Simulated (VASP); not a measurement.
# Se (Im-3m) in VASP: a series of runs

Se is run at these levels: PBE; tasks: single point, relaxation of cell and atoms.

All numbers are computed with VASP 6.6.1; they aren't measurements. Logs are shortened: lines on timing, memory, paths and dates and some standing lists are left out, and cuts for length are marked.

## Step 1: The cell of the first run

The structure is cubic, space group Im-3m (No. 229). The conventional cell has a = 3.027 Å, b = 3.027 Å, c = 3.027 Å, α = 90.00°, β = 90.00°, γ = 90.00°. Within 3.5 Å of Se (site symmetry m-3m) lie 14 Se at 2.62 to 3.03 Å.

This isn't the form of Se at room conditions, which is trigonal, of chains.

## Step 2: Single point, PBE

The input, INCAR:

```
  PREC = Accurate
  ENCUT = 520
  EDIFF = 1E-6
  ISMEAR = -1
  SIGMA = 0.05
  LREAL = F
  LASPH = T
  NELM = 60
  ALGO = Normal
  ISIF = 2
  LWAVE = F
  LCHARG = F
  GGA = PE
  NBANDS = 9
```

The input, KPOINTS:

```
Automatic mesh
0
Gamma
  18 18 18
```

The input, POSCAR:

```
Se
1.0
   -1.5133626839      1.5133626839      1.5133626839
    1.5133626839     -1.5133626839      1.5133626839
    1.5133626839      1.5133626839     -1.5133626839
Se
1
Direct
    0.0000000000      0.0000000000      0.0000000000
```

Potentials or basis: VASP PAW PBE potentials, release 64 (Se).

Run with:

```console
> cat potpaw_PBE.64/Se/POTCAR > POTCAR
> mpirun -np 1 vasp_std > vasp.out
```

OUTCAR:

```text
PREC = Accurate
   ENCUT = 520
   EDIFF = 1E-6
   ISMEAR = -1
   LREAL = F
   LASPH = T
   NELM = 60
   ISIF = 2
   GGA = PE

 ion  position               nearest neighbor table
   1  0.000  0.000  0.000-

  LATTYP: Found a body centered cubic cell.
 ALAT       =     3.0267253678

  Lattice vectors:

 A1 = (  -1.5133626839,   1.5133626839,   1.5133626839)
 A2 = (   1.5133626839,  -1.5133626839,   1.5133626839)
 A3 = (   1.5133626839,   1.5133626839,  -1.5133626839)

Analysis of symmetry for initial positions (statically):
=====================================================================
 Subroutine PRICEL returns:
 Original cell was already a primitive cell.

 Routine SETGRP: Setting up the symmetry group for a
 body centered cubic supercell.

 Subroutine GETGRP returns: Found 48 space group operations
 (whereof 48 operations were pure point group operations)
 out of a pool of 48 trial point group operations.

The static configuration has the point symmetry O_h .

Analysis of symmetry for dynamics (positions and initial velocities):
=====================================================================
 Subroutine PRICEL returns:
 Original cell was already a primitive cell.

 Routine SETGRP: Setting up the symmetry group for a
 body centered cubic supercell.

 Subroutine GETGRP returns: Found 48 space group operations
 (whereof 48 operations were pure point group operations)
 out of a pool of 48 trial point group operations.

The dynamic configuration has the point symmetry O_h .

 Subroutine INISYM returns: Found 48 space group operations
 (whereof 48 operations are pure point group operations),
 and found     1 'primitive' translations

----------------------------------------------------------------------------------------

                                     Primitive cell

  volume of cell :      13.8640

  direct lattice vectors                    reciprocal lattice vectors
    -1.513362684  1.513362684  1.513362684     0.000000000  0.330390068  0.330390068
     1.513362684 -1.513362684  1.513362684     0.330390068  0.000000000  0.330390068
     1.513362684  1.513362684 -1.513362684     0.330390068  0.330390068  0.000000000

  length of vectors
     2.621221059  2.621221059  2.621221059     0.467242115  0.467242115  0.467242115

  position of ions in fractional coordinates (direct lattice)
     0.000000000  0.000000000  0.000000000

  ion indices of the primitive-cell ions
   primitive index   ion index
                 1           1

----------------------------------------------------------------------------------------

 KPOINTS: Automatic mesh

Automatic generation of k-mesh.
 Grid dimensions read from file:
 generate k-points for:   18   18   18

 Generating k-lattice:

  Cartesian coordinates                     Fractional coordinates (reciprocal lattice)
     0.000000000  0.018355004  0.018355004     0.055555556  0.000000000  0.000000000
     0.018355004  0.000000000  0.018355004     0.000000000  0.055555556  0.000000000
     0.018355004  0.018355004  0.000000000     0.000000000  0.000000000  0.055555556

  Length of vectors
     0.025957895  0.025957895  0.025957895

  Shift w.r.t. Gamma in fractional coordinates (k-lattice)
     0.000000000  0.000000000  0.000000000

 Subroutine IBZKPT returns following result:
 ===========================================

 Found    195 irreducible k-points:

 Following reciprocal coordinates:
            Coordinates               Weight
  0.000000  0.000000  0.000000      1.000000
  0.055556  0.000000  0.000000     12.000000
  0.111111  0.000000  0.000000     12.000000
  0.166667  0.000000  0.000000     12.000000
  0.222222  0.000000  0.000000     12.000000
  0.277778  0.000000  0.000000     12.000000
[... 16 lines left out ...]
  0.333333  0.111111 -0.000000     48.000000
  0.388889  0.111111 -0.000000     48.000000
 [... further k-points ...]
   k-points           NKPTS =    195   k-points in BZ     NKDIM =    195   number of bands    NBANDS=      9
   number of dos      NEDOS =    301   number of ions     NIONS =      1
   total plane-waves  NPLWV =   8000
   dimension x,y,z NGX =    20 NGY =   20 NGZ =   20
   dimension x,y,z NGXF=    40 NGYF=   40 NGZF=   40
   ions per type =               1
   NGX,Y,Z   is equivalent  to a cutoff of  12.68, 12.68, 12.68 a.u.
   NGXF,Y,Z  is equivalent  to a cutoff of  25.37, 25.37, 25.37 a.u.
 SYSTEM =  unknown system
   PREC   = accura    normal or accurate (medium, high low for compatibility)
   ISTART =      0    job   : 0-new  1-cont  2-samecut
   ICHARG =      2    charge: 1-file 2-atom 10-const
   ISPIN  =      1    spin polarized calculation?
   LNONCOLLINEAR =      F non collinear calculations
   LSORBIT =      F    spin-orbit coupling
   LASPH  =      T    aspherical Exc in radial PAW
   ENCUT  =  520.0 eV  38.22 Ry    6.18 a.u.   4.87  4.87  4.87*2*pi/ulx,y,z
   NELM   =     60;   NELMIN=  2; NELMDL= -5     # of ELM steps
   EDIFF  = 0.1E-05   stopping-criterion for ELM
   LREAL  =      F    real-space projection
   EDIFFG = 0.1E-04   stopping-criterion for IOM
   NSW    =      0    number of steps for IOM
   IBRION =     -1    ionic relax: 0-MD 1-quasi-New 2-CG
   NFREE  =      0    steps in history (QN), initial steepest desc. (CG)
   ISIF   =      2    stress and relaxation
   ISYM   =      2    0-nonsym 1-usesym 2-fastsym
   POTIM  = 0.5000    time-step for ionic-motion
   TEBEG  =    0.0;   TEEND  =   0.0 temperature during run
   PSTRESS=    0.0 pullay stress
   NELECT =       6.0000    total number of electrons
   NUPDOWN=      -1.0000    fix difference up-down
   EMIN   =  10.00;   EMAX   =-10.00  energy-range for DOS
   EFERMI =   0.00;   METHOD = LEGACY
   ISMEAR =    -1;   SIGMA  =   0.05  broadening in eV -4-tet -1-fermi 0-gaus
   EFERMI_NEDOS =   21; number of points for ismear=-14 and -15
   IALGO  =     38    algorithm
   IMIX   =      4    mixing-type and parameters
     AMIX     =   0.40;   BMIX     =  1.00
     AMIX_MAG =   1.60;   BMIX_MAG =  1.00
  volume/ion in A,a.u.               =      13.86        93.56
  Fermi-wavevector in a.u.,A,eV,Ry     =   1.238309  2.340064 20.863286  1.533408
  Thomas-Fermi vector in A             =   2.372839
   LORBIT       =      0    0 simple, 1 ext, 2 COOP (PROOUT), +10 PAW based schemes
   GGA     = PE    functional components
   LHFCALC =     F    Hartree Fock is set to
   AEXX    =    0.0000 exact exchange contribution
   IVDW    =     0    specifies the selected vdW correction
   LEPSILON=     F    determine dielectric tensor
   LRPA    =     F    only Hartree local field effects (RPA)
 non-spin polarized calculation
  energy-cutoff  :      520.00
  volume of cell :       13.86
 maximum number of plane-waves:       384
   NGX =  9   NGY =  9   NGZ =  9

 number of electron       5.9999998 magnetization

 Free energy of the ion-electron system (eV)
  ---------------------------------------------------
  ext. energy  EPLUGINS =         0.00000000
  ---------------------------------------------------
  free energy    TOTEN  =        -1.97473412 eV

  energy without entropy =       -1.97088787  energy(sigma->0) =       -1.97281100

 E-fermi :  11.1286     XC(G=0): -12.4307

 val. band max:       11.1267661588   @ k =   0.3889   0.1667   0.0556
 cond. band min:      11.1544867908   @ k =  -0.3889   0.5000   0.2222
 fundamental gap:      0.0277206321
 Fermi energy:        11.1286059677

 k-point     1 :       0.0000    0.0000    0.0000
  band No.  band energies     occupation
      1      -9.3754      2.00000
      2      16.5826      0.00000
      3      16.5826      0.00000
      4      16.5826      0.00000
      5      24.4562      0.00000
      6      24.4562      0.00000
      7      24.4562      0.00000
      8      28.0338      0.00000
      9      28.0338      0.00000

 k-point     2 :       0.0556    0.0000    0.0000
  band No.  band energies     occupation
      1      -9.2785      2.00000
      2      15.9067      0.00000
      3      16.2701      0.00000
      4      16.5171      0.00000
      5      23.9889      0.00000
      6      24.2515      0.00000
      7      24.9438      0.00000
      8      26.8882      0.00000
      9      27.4581      0.00000

 k-point     3 :       0.1111    0.0000    0.0000
  band No.  band energies     occupation
      1      -8.9882      2.00000
      2      14.2176      0.00000
      3      15.5131      0.00000
      4      16.3269      0.00000
      5      23.0223      0.00000
      6      23.2998      0.00000
      7      26.2262      0.00000
      8      26.6424      0.00000
      9      26.8883      0.00000

 k-point     4 :       0.1667    0.0000    0.0000
  band No.  band energies     occupation
      1      -8.5063      2.00000
      2      12.0425      0.00000
      3      14.5978      0.00000
      4      16.0333      0.00000
      5      21.9981      0.00000
      6      22.0827      0.00000
      7      26.6692      0.00000
      8      27.0565      0.00000
      9      28.0172      0.00000

 k-point     5 :       0.2222    0.0000    0.0000
  band No.  band energies     occupation
      1      -7.8361      2.00000
      2       9.7080      2.00000
      3      13.7000      0.00000
      4      15.6753      0.00000
      5      20.9996      0.00000
      6      21.0685      0.00000
      7      26.8141      0.00000
      8      27.7027      0.00000
      9      30.1400      0.00000

 k-point     6 :       0.2778    0.0000    0.0000
  band No.  band energies     occupation
      1      -6.9847      2.00000
      2       7.3842      2.00000
      3      12.9065      0.00000
      4      15.3021      0.00000
      5      20.1157      0.00000
      6      20.2838      0.00000
      7      27.2944      0.00000
      8      28.5159      0.00000
      9      32.5059      0.00000
[... 169 lines left out ...]
 k-point    21 :       0.2222    0.1111   -0.0000
  band No.  band energies     occupation
      1      -6.7029      2.00000
      2       7.4397      2.00000
      3      11.3429      0.02715
      4      14.2827      0.00000
      5      20.7240      0.00000
      6      22.3024      0.00000
      7      26.0471      0.00000
      8      30.1708      0.00000
      9      31.4213      0.00000

 k-point    22 :       0.2778    0.1111    0.0000
  band No.  band energies     occupation
      1      -5.6922      2.00000
      2       5.3400      2.00000
      3      10.5821      1.99996
      4      13.8565      0.00000
      5      20.1621      0.00000
      6      22.1185      0.00000
      7      26.4852      0.00000
      8      31.8129      0.00000
      9      32.9214      0.00000

 k-point    23 :       0.3333    0.1111   -0.0000
  band No.  band energies     occupation
      1      -4.5605      2.00000
      2       3.3836      2.00000
      3      10.0498      2.00000
      4      13.5284      0.00000
      5      19.7412      0.00000
      6      21.9417      0.00000
      7      27.2806      0.00000
      8      32.7988      0.00000
      9      33.3545      0.00000

 k-point    24 :       0.3889    0.1111   -0.0000
  band No.  band energies     occupation
      1      -3.4462      2.00000
      2       1.7595      2.00000
      3       9.7333      2.00000
      4      13.3227      0.00000
      5      19.4832      0.00000
      6      21.8127      0.00000
      7      28.3523      0.00000
      8      31.4914      0.00000
      9      34.4789      0.00000

 [... further k-points ...]

------------------------ aborting loop because EDIFF is reached ----------------------------------------

  FORCE on cell =-STRESS in cart. coord.  units (eV):
  Direction    XX          YY          ZZ          XY          YZ          ZX
  --------------------------------------------------------------------------------------
  -------------------------------------------------------------------------------------
  Total        5.7599322      5.7599322      5.7599322     -0.0000000      0.0000000     -0.0000000
  in kB      665.6392173    665.6392173    665.6392173     -0.0000000      0.0000000     -0.0000000
  external PRESSURE =     665.6392173 kB  Pullay stress =       0.0000000 kB

 VOLUME and BASIS-vectors are now :
 -----------------------------------------------------------------------------
  energy-cutoff  :      520.00
  volume of cell :       13.86
      direct lattice vectors                 reciprocal lattice vectors
    -1.513362684  1.513362684  1.513362684     0.000000000  0.330390068  0.330390068
     1.513362684 -1.513362684  1.513362684     0.330390068  0.000000000  0.330390068
     1.513362684  1.513362684 -1.513362684     0.330390068  0.330390068  0.000000000

 POSITION                                       TOTAL-FORCE (eV/Angst)
 -----------------------------------------------------------------------------------
      0.00000      0.00000      0.00000        -0.000000     -0.000000      0.000000
 -----------------------------------------------------------------------------------
    total drift:                                0.000000      0.000000     -0.000000

  FREE ENERGIE OF THE ION-ELECTRON SYSTEM (eV)
  ---------------------------------------------------
  free  energy   TOTEN  =        -1.9747341162 eV

  energy  without entropy=       -1.9708878749  energy(sigma->0) =       -1.97281100
```

Wall time 13 s (1 thread of Oxide Virtual Turin-like, shared host); peak memory 0.11 GiB.

Results:

```
Free energy            : -1.9747 eV
Pressure               : 66.6 GPa
Band gap on the k mesh : zero (bands 3 and 4 overlap by 10.88 eV)
```

Caveat: the cell stands under pressure.

[end of part 1 of 2]

The gap in the log of VASP goes by the Fermi energy; the results here count the filled bands.